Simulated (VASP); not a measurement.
Input of a VASP 6.6.1 run:

Contents of INCAR:

```
PREC = Accurate
ENCUT = 520
EDIFF = 1E-6
ISMEAR = 0
SIGMA = 0.15
LREAL = False
LASPH = True
NELM = 60
ALGO = Fast
ISIF = 2
LWAVE = False
LCHARG = True
LELF = True
LVHAR = True
NBANDS = 29
```

Contents of KPOINTS:

```
regular mesh
0
Gamma
  12 12 12
```

POSCAR

```
HgPt3
1.0
    3.9726881452      0.0000000000      0.0000000000
    0.0000000000      3.9726881452      0.0000000000
    0.0000000000      0.0000000000      3.9726881452
Hg Pt
1 3
Direct
    0.0000000000      0.0000000000      0.0000000000
    0.0000000000      0.5000000000      0.5000000000
    0.5000000000      0.5000000000      0.0000000000
    0.5000000000      0.0000000000      0.5000000000
```

Potentials or basis: VASP PAW LDA potentials, release 64 (Hg, Pt).

The run is started by

```console
$ cat potpaw_LDA.64/Hg/POTCAR potpaw_LDA.64/Pt/POTCAR > POTCAR
$ mpirun -np 1 vasp_std > vasp.out
```

Question: Estimate the pressure.

Answer: 1.9 GPa.

Question: What does it give for the band gap on the k mesh?

Answer: Zero (bands 21 and 22 overlap by 1.03 eV).

Caveat: spin-orbit coupling is left out, which moves the levels of the heavy elements.
